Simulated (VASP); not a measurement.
# Ti3Sb4 (Im-3m) in VASP: further runs

Runs on Ti3Sb4. Level: PBE. Tasks: relaxation of cell and atoms, single point.

All numbers are computed with VASP 6.6.1; they aren't measurements. Logs are shortened: lines on timing, memory, paths and dates and some standing lists are left out, and cuts for length are marked.

## Step 1: The cell of the first run

Symmetry: Im-3m, No. 229, cubic system. Conventional cell: a = 6.793 Å, b = 6.793 Å, c = 6.793 Å, α = 90.00°, β = 90.00°, γ = 90.00°. Ti (site symmetry 4/mmm) has 8 Sb at 2.94 Å and 4 Ti at 3.40 Å within 3.9 Å. Within 3.9 Å of Sb (site symmetry -3m) lie 6 Ti at 2.94 Å and 6 Sb at 3.40 Å.

## Step 2: Relaxation of cell and atoms, PBE

INCAR

```
ALGO = Normal
EDIFF = 1E-7
EDIFFG = -0.01
ENCUT = 600
GGA = PE
IBRION = 2
ISIF = 3
ISMEAR = 0
LASPH = True
LCHARG = False
LREAL = False
LWAVE = False
NELM = 100
NSW = 100
PREC = Accurate
SIGMA = 0.1
```

KPOINTS

```
k-points
0
Gamma
  8 8 8
```

POSCAR

```
Ti3Sb4
1.0
   -3.3964112126      3.3964112126      3.3964112126
    3.3964112126     -3.3964112126      3.3964112126
    3.3964112126      3.3964112126     -3.3964112126
Ti Sb
3 4
Direct
    0.0000000000      0.5000000000      0.5000000000
    0.5000000000      0.0000000000      0.5000000000
    0.5000000000      0.5000000000      0.0000000000
    0.5000000000      0.5000000000      0.5000000000
    0.0000000000      0.0000000000      0.5000000000
    0.0000000000      0.5000000000      0.0000000000
    0.5000000000      0.0000000000      0.0000000000
```

Potentials or basis: VASP PAW PBE potentials, release 64 (Ti_sv, Sb).

Run with:

```bash
$ cat potpaw_PBE.64/Ti_sv/POTCAR potpaw_PBE.64/Sb/POTCAR > POTCAR
$ mpirun -np 1 vasp_std > vasp.out
```

OUTCAR:

```text
EDIFF = 1E-7
   EDIFFG = -0.01
   ENCUT = 600
   GGA = PE
   IBRION = 2
   ISIF = 3
   ISMEAR = 0
   LASPH = True
   LREAL = False
   NELM = 100
   NSW = 100
   PREC = Accurate

 ion  position               nearest neighbor table
   1  0.000  0.500  0.500-   4 2.94   5 2.94   6 2.94   7 2.94   6 2.94   5 2.94   4 2.94   7 2.94

   2  0.500  0.000  0.500-   4 2.94   5 2.94   6 2.94   7 2.94   7 2.94   4 2.94   5 2.94   6 2.94

   3  0.500  0.500  0.000-   4 2.94   5 2.94   6 2.94   7 2.94   4 2.94   7 2.94   6 2.94   5 2.94

   4  0.500  0.500  0.500-   1 2.94   2 2.94   3 2.94   3 2.94   2 2.94   1 2.94   5 3.40   6 3.40
                             7 3.40   7 3.40   6 3.40   5 3.40
   5  0.000  0.000  0.500-   1 2.94   2 2.94   3 2.94   1 2.94   2 2.94   3 2.94   4 3.40   6 3.40
                             6 3.40   7 3.40   4 3.40   7 3.40
   6  0.000  0.500  0.000-   1 2.94   2 2.94   3 2.94   1 2.94   3 2.94   2 2.94   4 3.40   5 3.40
                             5 3.40   4 3.40   7 3.40   7 3.40
   7  0.500  0.000  0.000-   1 2.94   2 2.94   3 2.94   2 2.94   3 2.94   1 2.94   4 3.40   5 3.40
                             4 3.40   5 3.40   6 3.40   6 3.40

  LATTYP: Found a body centered cubic cell.
 ALAT       =     6.7928224252

  Lattice vectors:

 A1 = (  -3.3964112126,   3.3964112126,   3.3964112126)
 A2 = (   3.3964112126,  -3.3964112126,   3.3964112126)
 A3 = (   3.3964112126,   3.3964112126,  -3.3964112126)

Analysis of symmetry for initial positions (statically):
=====================================================================
 Subroutine PRICEL returns:
 Original cell was already a primitive cell.

 Routine SETGRP: Setting up the symmetry group for a
 body centered cubic supercell.

 Subroutine GETGRP returns: Found 48 space group operations
[... 9 lines left out ...]

 Routine SETGRP: Setting up the symmetry group for a
 body centered cubic supercell.

 Subroutine GETGRP returns: Found 48 space group operations
[... 11 lines left out ...]
                                     Primitive cell

  volume of cell :     156.7187

  direct lattice vectors                    reciprocal lattice vectors
    -3.396411213  3.396411213  3.396411213     0.000000000  0.147214212  0.147214212
     3.396411213 -3.396411213  3.396411213     0.147214212  0.000000000  0.147214212
     3.396411213  3.396411213 -3.396411213     0.147214212  0.147214212  0.000000000

  length of vectors
     5.882756784  5.882756784  5.882756784     0.208192335  0.208192335  0.208192335

  position of ions in fractional coordinates (direct lattice)
     0.000000000  0.500000000  0.500000000
     0.500000000  0.000000000  0.500000000
     0.500000000  0.500000000  0.000000000
     0.500000000  0.500000000  0.500000000
     0.000000000  0.000000000  0.500000000
     0.000000000  0.500000000  0.000000000
     0.500000000  0.000000000  0.000000000

  ion indices of the primitive-cell ions
   primitive index   ion index
                 1           1
                 2           2
                 3           3
                 4           4
                 5           5
                 6           6
                 7           7

----------------------------------------------------------------------------------------

 KPOINTS: k-points

Automatic generation of k-mesh.
 Grid dimensions read from file:
 generate k-points for:    8    8    8

 Generating k-lattice:

  Cartesian coordinates                     Fractional coordinates (reciprocal lattice)
     0.000000000  0.018401776  0.018401776     0.125000000  0.000000000  0.000000000
     0.018401776  0.000000000  0.018401776     0.000000000  0.125000000  0.000000000
     0.018401776  0.018401776  0.000000000     0.000000000  0.000000000  0.125000000

  Length of vectors
     0.026024042  0.026024042  0.026024042

  Shift w.r.t. Gamma in fractional coordinates (k-lattice)
     0.000000000  0.000000000  0.000000000

 Subroutine IBZKPT returns following result:
 ===========================================

 Found     29 irreducible k-points:

 Following reciprocal coordinates:
            Coordinates               Weight
  0.000000  0.000000  0.000000      1.000000
  0.125000  0.000000  0.000000     12.000000
  0.250000  0.000000  0.000000     12.000000
  0.375000  0.000000  0.000000     12.000000
  0.500000  0.000000  0.000000      6.000000
  0.125000  0.125000  0.000000     24.000000
[... 16 lines left out ...]
 -0.250000  0.250000  0.250000      6.000000
 -0.375000  0.375000  0.250000     24.000000
 [... further k-points ...]
   k-points           NKPTS =     29   k-points in BZ     NKDIM =     29   number of bands    NBANDS=     33
   number of dos      NEDOS =    301   number of ions     NIONS =      7
   total plane-waves  NPLWV = 110592
   dimension x,y,z NGX =    48 NGY =   48 NGZ =   48
   dimension x,y,z NGXF=    96 NGYF=   96 NGZF=   96
   ions per type =               3   4
   NGX,Y,Z   is equivalent  to a cutoff of  13.56, 13.56, 13.56 a.u.
   NGXF,Y,Z  is equivalent  to a cutoff of  27.13, 27.13, 27.13 a.u.
 SYSTEM =  unknown system
   PREC   = accura    normal or accurate (medium, high low for compatibility)
   ISTART =      0    job   : 0-new  1-cont  2-samecut
   ICHARG =      2    charge: 1-file 2-atom 10-const
   ISPIN  =      1    spin polarized calculation?
   LNONCOLLINEAR =      F non collinear calculations
   LSORBIT =      F    spin-orbit coupling
   LASPH  =      T    aspherical Exc in radial PAW
   ENCUT  =  600.0 eV  44.10 Ry    6.64 a.u.  11.75 11.75 11.75*2*pi/ulx,y,z
   NELM   =    100;   NELMIN=  2; NELMDL= -5     # of ELM steps
   EDIFF  = 0.1E-06   stopping-criterion for ELM
   LREAL  =      F    real-space projection
   EDIFFG = -.1E-01   stopping-criterion for IOM
   NSW    =    100    number of steps for IOM
   IBRION =      2    ionic relax: 0-MD 1-quasi-New 2-CG
   NFREE  =      1    steps in history (QN), initial steepest desc. (CG)
   ISIF   =      3    stress and relaxation
   ISYM   =      2    0-nonsym 1-usesym 2-fastsym
   POTIM  = 0.5000    time-step for ionic-motion
   TEBEG  =    0.0;   TEEND  =   0.0 temperature during run
   PSTRESS=    0.0 pullay stress
   NELECT =      56.0000    total number of electrons
   NUPDOWN=      -1.0000    fix difference up-down
   EMIN   =  10.00;   EMAX   =-10.00  energy-range for DOS
   EFERMI =   0.00;   METHOD = LEGACY
   ISMEAR =     0;   SIGMA  =   0.10  broadening in eV -4-tet -1-fermi 0-gaus
   EFERMI_NEDOS =   21; number of points for ismear=-14 and -15
   IALGO  =     38    algorithm
   IMIX   =      4    mixing-type and parameters
     AMIX     =   0.40;   BMIX     =  1.00
     AMIX_MAG =   1.60;   BMIX_MAG =  1.00
  volume/ion in A,a.u.               =      22.39       151.08
  Fermi-wavevector in a.u.,A,eV,Ry     =   1.161709  2.195311 18.361975  1.349567
  Thomas-Fermi vector in A             =   2.298278
   LORBIT       =      0    0 simple, 1 ext, 2 COOP (PROOUT), +10 PAW based schemes
   GGA     = PE    functional components
   LHFCALC =     F    Hartree Fock is set to
   AEXX    =    0.0000 exact exchange contribution
   IVDW    =     0    specifies the selected vdW correction
   LEPSILON=     F    determine dielectric tensor
   LRPA    =     F    only Hartree local field effects (RPA)
 conjugate gradient relaxation of ions
 non-spin polarized calculation
 Gauss-broadening in eV      SIGMA  =   0.10
  energy-cutoff  :      600.00
  volume of cell :      156.72
 maximum number of plane-waves:      5281
   NGX = 23   NGY = 23   NGZ = 23

--------------------------------------- Ionic step        1  -------------------------------------------

 number of electron      55.9999986 magnetization

 Free energy of the ion-electron system (eV)
  ---------------------------------------------------
  ext. energy  EPLUGINS =         0.00000000
  ---------------------------------------------------
  free energy    TOTEN  =       -40.69006509 eV

  energy without entropy =      -40.63645710  energy(sigma->0) =      -40.66326110

------------------------ aborting loop because EDIFF is reached ----------------------------------------

  FORCE on cell =-STRESS in cart. coord.  units (eV):
  Direction    XX          YY          ZZ          XY          YZ          ZX
  --------------------------------------------------------------------------------------
  -------------------------------------------------------------------------------------
  Total        0.2503678      0.2503678      0.2503678      0.0000000     -0.0000000      0.0000000
  in kB        2.5595770      2.5595770      2.5595770      0.0000000     -0.0000000      0.0000000
  external PRESSURE =       2.5595770 kB  Pullay stress =       0.0000000 kB

 VOLUME and BASIS-vectors are now :
 -----------------------------------------------------------------------------
  energy-cutoff  :      600.00
  volume of cell :      156.72
      direct lattice vectors                 reciprocal lattice vectors
    -3.396411213  3.396411213  3.396411213     0.000000000  0.147214212  0.147214212
     3.396411213 -3.396411213  3.396411213     0.147214212  0.000000000  0.147214212
     3.396411213  3.396411213 -3.396411213     0.147214212  0.147214212  0.000000000
[... 42 lines left out ...]
 POSITION                                       TOTAL-FORCE (eV/Angst)
 -----------------------------------------------------------------------------------
      3.40227      0.00000      0.00000         0.000000      0.000000     -0.000000
      0.00000      3.40227      0.00000         0.000000     -0.000000     -0.000000
      3.40227      3.40227      0.00000        -0.000000      0.000000      0.000000
      1.70114      1.70114      1.70114        -0.000000     -0.000000      0.000000
      1.70114      1.70114      5.10341        -0.000000     -0.000000     -0.000000
      1.70114     -1.70114      1.70114         0.000000      0.000000      0.000000
      5.10341      1.70114      1.70114        -0.000000     -0.000000     -0.000000
 -----------------------------------------------------------------------------------
    total drift:                               -0.000000     -0.000000      0.000000

  FREE ENERGIE OF THE ION-ELECTRON SYSTEM (eV)
  ---------------------------------------------------
  free  energy   TOTEN  =       -40.6902926915 eV

  energy  without entropy=      -40.6363925908  energy(sigma->0) =      -40.66334264

--------------------------------------- Ionic step        3  -------------------------------------------

 number of electron      55.9999985 magnetization

 Free energy of the ion-electron system (eV)
  ---------------------------------------------------
  ext. energy  EPLUGINS =         0.00000000
  ---------------------------------------------------
  free energy    TOTEN  =       -40.69045558 eV

  energy without entropy =      -40.63667180  energy(sigma->0) =      -40.66356369

 E-fermi :   8.7464     XC(G=0): -10.6115

 val. band max:        8.7387462898   @ k =  -0.3750   0.3750   0.2500
 cond. band min:       8.7487262327   @ k =   0.3750   0.1250   0.1250
 fundamental gap:      0.0099799430
 Fermi energy:         8.7464002340

 k-point     1 :       0.0000    0.0000    0.0000
  band No.  band energies     occupation
      1     -48.4498      2.00000
      2     -48.4406      2.00000
      3     -48.4406      2.00000
      4     -24.7942      2.00000
      5     -24.7942      2.00000
      6     -24.7942      2.00000
[... 853 lines left out ...]
     32       9.4224      0.00000
     33       9.9763      0.00000

 [... further k-points ...]
[... 5 lines left out ...]
  --------------------------------------------------------------------------------------
  -------------------------------------------------------------------------------------
  Total        0.0021090      0.0021090      0.0021090     -0.0000000      0.0000000     -0.0000000
  in kB        0.0214940      0.0214940      0.0214940     -0.0000000      0.0000000     -0.0000000
  external PRESSURE =       0.0214940 kB  Pullay stress =       0.0000000 kB

 VOLUME and BASIS-vectors are now :
 -----------------------------------------------------------------------------
  energy-cutoff  :      600.00
  volume of cell :      157.21
      direct lattice vectors                 reciprocal lattice vectors
    -3.399955824  3.399955824  3.399955824     0.000000000  0.147060734  0.147060734
     3.399955824 -3.399955824  3.399955824     0.147060734  0.000000000  0.147060734
     3.399955824  3.399955824 -3.399955824     0.147060734  0.147060734  0.000000000

 POSITION                                       TOTAL-FORCE (eV/Angst)
 -----------------------------------------------------------------------------------
      3.39996      0.00000      0.00000        -0.000000      0.000000     -0.000000
      0.00000      3.39996      0.00000         0.000000     -0.000000      0.000000
      0.00000      0.00000      3.39996        -0.000000     -0.000000     -0.000000
      1.69998      1.69998      1.69998        -0.000000      0.000000      0.000000
      1.69998      1.69998     -1.69998         0.000000      0.000000     -0.000000
      1.69998     -1.69998      1.69998         0.000000      0.000000      0.000000
     -1.69998      1.69998      1.69998         0.000000      0.000000      0.000000
 -----------------------------------------------------------------------------------
    total drift:                               -0.000000     -0.000000      0.000000

  FREE ENERGIE OF THE ION-ELECTRON SYSTEM (eV)
  ---------------------------------------------------
  free  energy   TOTEN  =       -40.6904555812 eV

  energy  without entropy=      -40.6366718004  energy(sigma->0) =      -40.66356369

 reached required accuracy - stopping structural energy minimisation
```

Wall time 5.3 min (1 thread of Intel Xeon Platinum 8559C (Emerald Rapids), shared host); peak memory 0.43 GiB.

Results:

```
Free energy                            : -40.6905 eV
Relaxed volume                         : 22.46 Å³/atom
Relaxed cell                           : a = 5.889 Å, b = 5.889 Å, c = 5.889 Å, α = 109.47°, β = 109.47°, γ = 109.47°
Space group after relaxing (to 0.05 Å) : Im-3m (No. 229)
Energy gained by relaxing              : 0.1 meV/atom
Ionic steps                            : 3
Pressure after relaxing                : 0.0 GPa
Band gap on the k mesh                 : zero (band 28 reaches 9.18 eV, above the bottom of band 29 at 8.46 eV)
```

Step by step:
| step | energy change (eV) | largest force (eV/Å) | pressure (GPa) | volume (Å³) |
| --- | --- | --- | --- | --- |
| 1 | 0.0000 | 0.0000 | 0.26 | 156.72 |
| 2 | -0.0002 | 0.0000 | -0.16 | 157.53 |
| 3 | -0.0004 | 0.0000 | 0.00 | 157.21 |

Final structure:
```
CELL_PARAMETERS angstrom
-3.39996 3.39996 3.39996
3.39996 -3.39996 3.39996
3.39996 3.39996 -3.39996
ATOMIC_POSITIONS crystal
Ti 0.00000 0.50000 0.50000
Ti 0.50000 0.00000 0.50000
Ti 0.50000 0.50000 0.00000
Sb 0.50000 0.50000 0.50000
Sb 0.00000 0.00000 0.50000
Sb 0.00000 0.50000 0.00000
Sb 0.50000 0.00000 0.00000
```

Caveat: spin-orbit coupling is left out, which moves the levels of the heavy elements.

## Step 3: Single point, PBE

INCAR

```
SYSTEM = Ti3Sb4
  PREC = Accurate
  ENCUT = 520
  EDIFF = 1E-6
  ISMEAR = 0
  SIGMA = 0.1
  LREAL = .False.
  LASPH = .True.
  NELM = 100
  ALGO = Normal
  ISIF = 2
  LWAVE = .False.
  LCHARG = .True.
  GGA = PE
  LELF = .True.
  LVHAR = .True.
  NBANDS = 37
```

KPOINTS

```
regular mesh
0
Gamma
  4 4 4
  0 0 0
```

POSCAR is that of step 2.

Potentials or basis: VASP PAW PBE potentials, release 64 (Ti_sv, Sb).

Run with:

```bash
$ cat potpaw_PBE.64/Ti_sv/POTCAR potpaw_PBE.64/Sb/POTCAR > POTCAR
$ mpirun -np 1 vasp_std > vasp.out
```

It took 32 s on 1 thread of Intel Xeon Platinum 8559C (Emerald Rapids), shared host; peak memory 0.34 GiB.

The run converged. Its results:

| Property | Result |
| --- | --- |
| Free energy | -40.6858 eV |
| Pressure | 0.0 GPa |
| Band gap on the k mesh | zero (band 28 reaches 9.23 eV, above the bottom of band 29 at 8.81 eV) |

Levels at points of the mesh, in eV from the Fermi level:
```tsv
k point	band 24	band 25	band 26	band 27	band 28	band 29	band 30	band 31
(0.00, 0.00, 0.00)	-1.47	-1.02	0.07	0.07	0.39	0.39	0.39	0.92
(0.50, 0.00, 0.00)	-2.28	-0.96	-0.56	-0.40	-0.17	0.10	0.21	0.71
(0.50, 0.50, 0.50)	-1.04	-1.04	-0.79	0.15	0.15	0.15	0.21	0.21
```

Caveat: spin-orbit coupling is left out, which moves the levels of the heavy elements.

## Step 4: Single point, PBE

This run uses another cell than the first one, of 22.46 Å³/atom, 1.003 times its volume.

INCAR

```
  PREC = Accurate
  ENCUT = 520
  EDIFF = 1E-7
  ISMEAR = 0
  SIGMA = 0.1
  LREAL = F
  LASPH = T
  NELM = 100
  ALGO = Normal
  ISIF = 2
  LWAVE = F
  LCHARG = F
  GGA = PE
  NBANDS = 37
```

KPOINTS

```
regular mesh
0
Gamma
  8 8 8
```

POSCAR, as its differences from that of step 3:

```diff
@@ -2,5 +2,5 @@
 1.0
-   -3.3964112126      3.3964112126      3.3964112126
-    3.3964112126     -3.3964112126      3.3964112126
-    3.3964112126      3.3964112126     -3.3964112126
+   -3.3998577409      3.3998577409      3.3998577409
+    3.3998577409     -3.3998577409      3.3998577409
+    3.3998577409      3.3998577409     -3.3998577409
 Ti Sb
```

Run with:

```bash
$ cat potpaw_PBE.64/Ti_sv/POTCAR potpaw_PBE.64/Sb/POTCAR > POTCAR
$ mpirun -np 1 vasp_std > vasp.out
```

Run time: 2.6 min. Hardware: 1 thread of Intel Xeon Platinum 8488C (Sapphire Rapids), shared host; peak memory 0.41 GiB.

The run converged. Its results:

* Free energy: -40.6898 eV
* Pressure: 0.0 GPa
* Band gap on the k mesh: zero (band 28 reaches 9.18 eV, above the bottom of band 29 at 8.46 eV)

Levels at points of the mesh, in eV from the Fermi level:
```tsv
k point	band 25	band 26	band 27	band 28	band 29	band 30	band 31	band 32
(0.00, 0.00, 0.00)	-0.97	0.11	0.11	0.43	0.43	0.43	0.96	0.96
(0.50, 0.00, 0.00)	-0.90	-0.50	-0.35	-0.12	0.15	0.25	0.76	0.82
(0.50, 0.50, 0.50)	-0.98	-0.73	0.20	0.20	0.20	0.25	0.25	2.06
```

Caveat: spin-orbit coupling is left out, which moves the levels of the heavy elements.

## Step 5: Summary

```tsv
task	cell	k mesh	cutoff (eV)	gap on the mesh (eV)	pressure (GPa)
relaxation of cell and atoms	relaxed from a = 5.883 Å, angles 109.5°, 7 atoms	8 × 8 × 8	600	none	0.0
single point	a = 5.883 Å, angles 109.5°, 7 atoms	4 × 4 × 4	520	none	0.0
single point	a = 5.889 Å, angles 109.5°, 7 atoms	8 × 8 × 8	520	none	0.0
```

Alike in all rows: level PBE; potentials or basis VASP PAW PBE potentials, release 64 (Ti_sv, Sb); no spin polarisation; smearing gaussian 0.1 eV.

Caveats: spin-orbit coupling is left out, which moves the levels of the heavy elements.

Total energies depend on the potentials used, so only differences within one code and one set of settings carry meaning.
